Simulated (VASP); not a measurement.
# Ta4C3 (Pm-3m) in VASP: further runs, part 3 of 3

VASP 6.6.1. Earlier steps stand in the parts before.

### 5 Single point, PBEsol

INCAR

```
  PREC = Accurate
  ENCUT = 520
  EDIFF = 1E-7
  ISMEAR = 0
  SIGMA = 0.1
  LREAL = F
  LASPH = T
  NELM = 80
  ALGO = Normal
  ISIF = 2
  LWAVE = F
  LCHARG = F
  GGA = PS
  NBANDS = 37
```

KPOINTS

```
Automatic mesh
0
Gamma
  8 8 8
```

POSCAR

```
Ta4C3
1.0
    4.4026022057      0.0000000000      0.0000000000
    0.0000000000      4.4026022057      0.0000000000
    0.0000000000      0.0000000000      4.4026022057
Ta C
4 3
Direct
    0.0000000000      0.5000000000      0.5000000000
    0.5000000000      0.0000000000      0.5000000000
    0.5000000000      0.5000000000      0.0000000000
    0.0000000000      0.0000000000      0.0000000000
    0.5000000000      0.0000000000      0.0000000000
    0.0000000000      0.5000000000      0.0000000000
    0.0000000000      0.0000000000      0.5000000000
```

Potentials or basis: VASP PAW PBE potentials, release 64 (Ta_pv, C).

Launch:

```console
$ cat potpaw_PBE.64/Ta_pv/POTCAR potpaw_PBE.64/C/POTCAR > POTCAR
$ mpirun -np 1 vasp_std > vasp.out
```

OUTCAR:

```text
PREC = Accurate
   ENCUT = 520
   EDIFF = 1E-7
   ISMEAR = 0
   LREAL = F
   LASPH = T
   NELM = 80
   ISIF = 2
   GGA = PS

 ion  position               nearest neighbor table
   1  0.000  0.500  0.500-   6 2.20   7 2.20   6 2.20   7 2.20   3 3.11   3 3.11   4 3.11   4 3.11
                             2 3.11   4 3.11   2 3.11   4 3.11   2 3.11   3 3.11   3 3.11   2 3.11
   2  0.500  0.000  0.500-   5 2.20   7 2.20   5 2.20   7 2.20   3 3.11   3 3.11   4 3.11   4 3.11
                             1 3.11   3 3.11   3 3.11   1 3.11   4 3.11   1 3.11   4 3.11   1 3.11
   3  0.500  0.500  0.000-   5 2.20   6 2.20   5 2.20   6 2.20   2 3.11   1 3.11   2 3.11   2 3.11
                             4 3.11   4 3.11   2 3.11   1 3.11   4 3.11   1 3.11   1 3.11   4 3.11
   4  0.000  0.000  0.000-   5 2.20   6 2.20   7 2.20   7 2.20   6 2.20   5 2.20   1 3.11   2 3.11
                             1 3.11   1 3.11   3 3.11   2 3.11   1 3.11   2 3.11   3 3.11   3 3.11
   5  0.500  0.000  0.000-   2 2.20   3 2.20   4 2.20   2 2.20   3 2.20   4 2.20
   6  0.000  0.500  0.000-   1 2.20   3 2.20   4 2.20   1 2.20   4 2.20   3 2.20
   7  0.000  0.000  0.500-   1 2.20   2 2.20   4 2.20   4 2.20   1 2.20   2 2.20

  LATTYP: Found a simple cubic cell.
 ALAT       =     4.4026022057

  Lattice vectors:

 A1 = (   4.4026022057,   0.0000000000,   0.0000000000)
 A2 = (   0.0000000000,   4.4026022057,   0.0000000000)
 A3 = (   0.0000000000,   0.0000000000,   4.4026022057)

Analysis of symmetry for initial positions (statically):
=====================================================================
 Subroutine PRICEL returns:
 Original cell was already a primitive cell.

 Routine SETGRP: Setting up the symmetry group for a
 simple cubic supercell.

 Subroutine GETGRP returns: Found 48 space group operations
 (whereof 48 operations were pure point group operations)
 out of a pool of 48 trial point group operations.

The static configuration has the point symmetry O_h .

Analysis of symmetry for dynamics (positions and initial velocities):
=====================================================================
 Subroutine PRICEL returns:
 Original cell was already a primitive cell.
[... 145 lines left out ...]
   AEXX    =    0.0000 exact exchange contribution
   IVDW    =     0    specifies the selected vdW correction
   LEPSILON=     F    determine dielectric tensor
   LRPA    =     F    only Hartree local field effects (RPA)
 non-spin polarized calculation
 Gauss-broadening in eV      SIGMA  =   0.10
  energy-cutoff  :      520.00
  volume of cell :       85.34
 maximum number of plane-waves:      2325
 NGX is ok and might be reduce to    36
   NGX = 17   NGY = 17   NGZ = 17

 number of electron      56.0000020 magnetization

 Free energy of the ion-electron system (eV)
  ---------------------------------------------------
  ext. energy  EPLUGINS =         0.00000000
  ---------------------------------------------------
  free energy    TOTEN  =       -82.76220137 eV

  energy without entropy =      -82.74569636  energy(sigma->0) =      -82.75394887

 E-fermi :   7.1282     XC(G=0): -13.1099

 val. band max:        7.1216556084   @ k =   0.5000   0.2500   0.1250
 cond. band min:       7.1305570668   @ k =   0.5000   0.5000   0.5000
 fundamental gap:      0.0089014584
 Fermi energy:         7.1282259343

 k-point     1 :       0.0000    0.0000    0.0000
  band No.  band energies     occupation
      1     -28.0177      2.00000
      2     -28.0177      2.00000
      3     -28.0177      2.00000
      4     -27.3860      2.00000
      5     -27.3860      2.00000
      6     -27.3860      2.00000
[... 949 lines left out ...]
     36      10.8260      0.00000
     37      11.0886      0.00000

 [... further k-points ...]

------------------------ aborting loop because EDIFF is reached ----------------------------------------

  FORCE on cell =-STRESS in cart. coord.  units (eV):
  Direction    XX          YY          ZZ          XY          YZ          ZX
  --------------------------------------------------------------------------------------
  -------------------------------------------------------------------------------------
  Total        0.3638933      0.3638933      0.3638933     -0.0000000     -0.0000000      0.0000000
  in kB        6.8321331      6.8321331      6.8321331     -0.0000000     -0.0000000      0.0000000
  external PRESSURE =       6.8321331 kB  Pullay stress =       0.0000000 kB

 VOLUME and BASIS-vectors are now :
 -----------------------------------------------------------------------------
  energy-cutoff  :      520.00
  volume of cell :       85.34
      direct lattice vectors                 reciprocal lattice vectors
     4.402602206  0.000000000  0.000000000     0.227138395  0.000000000  0.000000000
     0.000000000  4.402602206  0.000000000     0.000000000  0.227138395  0.000000000
     0.000000000  0.000000000  4.402602206     0.000000000  0.000000000  0.227138395

 POSITION                                       TOTAL-FORCE (eV/Angst)
 -----------------------------------------------------------------------------------
      0.00000      2.20130      2.20130         0.000000      0.000000      0.000000
      2.20130      0.00000      2.20130         0.000000      0.000000      0.000000
      2.20130      2.20130      0.00000         0.000000      0.000000      0.000000
      0.00000      0.00000      0.00000         0.000000      0.000000      0.000000
      2.20130      0.00000      0.00000         0.000000      0.000000      0.000000
      0.00000      2.20130      0.00000         0.000000      0.000000      0.000000
      0.00000      0.00000      2.20130         0.000000      0.000000      0.000000
 -----------------------------------------------------------------------------------
    total drift:                                0.000000      0.000000      0.000000

  FREE ENERGIE OF THE ION-ELECTRON SYSTEM (eV)
  ---------------------------------------------------
  free  energy   TOTEN  =       -82.7622013738 eV

  energy  without entropy=      -82.7456963580  energy(sigma->0) =      -82.75394887
```

stdout:

```text
POSCAR found type information on POSCAR TaC
 POSCAR found :  2 types and       7 ions
 scaLAPACK will be used
 -----------------------------------------------------------------------------
|                                                                             |
|                                                                             |
|     You enforced a specific xc type in the INCAR file but a different       |
|     I HOPE YOU KNOW WHAT YOU ARE DOING!                                     |
|                                                                             |
 -----------------------------------------------------------------------------

 LDA part: xc-table for (Slater+PW92), standard interpolation
 POSCAR, INCAR and KPOINTS ok, starting setup
 FFT: planning ... GRIDC
 FFT: planning ... GRID_SOFT
 FFT: planning ... GRID
 WAVECAR not read
 entering main loop
```

Run time: 2.6 min. Hardware: 1 thread of AMD EPYC 7R43 (Zen 3), shared host; peak memory 0.21 GiB.

What came out:

```yaml
Free_energy: -82.7622 eV
Pressure: 0.7 GPa
Band_gap_on_the_k_mesh: zero (band 28 reaches 7.47 eV, above the bottom of band 29 at 6.45 eV)
```

Caveat: the PAW data sets were made with another functional, which shifts forces and pressure a little; spin-orbit coupling is left out, which moves the levels of the heavy elements.

### 6 Overview

| cell | k mesh | smearing | gap on the mesh (eV) | pressure (GPa) |
| --- | --- | --- | --- | --- |
| a = 4.403 Å, 7 atoms | 8 × 8 × 8 | gaussian 0.15 eV | none | 0.7 |
| a = 4.404 Å, 7 atoms | 4 × 4 × 4 | gaussian 0.1 eV | none | 0.3 |
| a = 4.445 Å, 7 atoms | 4 × 4 × 4 | gaussian 0.1 eV | none | -7.9 |
| a = 4.403 Å, 7 atoms | 8 × 8 × 8 | gaussian 0.1 eV | none | 0.7 |

Alike in all rows: task single point; level PBEsol; potentials or basis VASP PAW PBE potentials, release 64 (Ta_pv, C); no spin polarisation; cutoff (eV) 520.

Every run on the cell as given and a fine mesh finds a metal.

Caveats: the PAW data sets were made with another functional, which shifts forces and pressure a little; spin-orbit coupling is left out, which moves the levels of the heavy elements.

Total energies depend on the potentials used, so only differences within one code and one set of settings carry meaning.
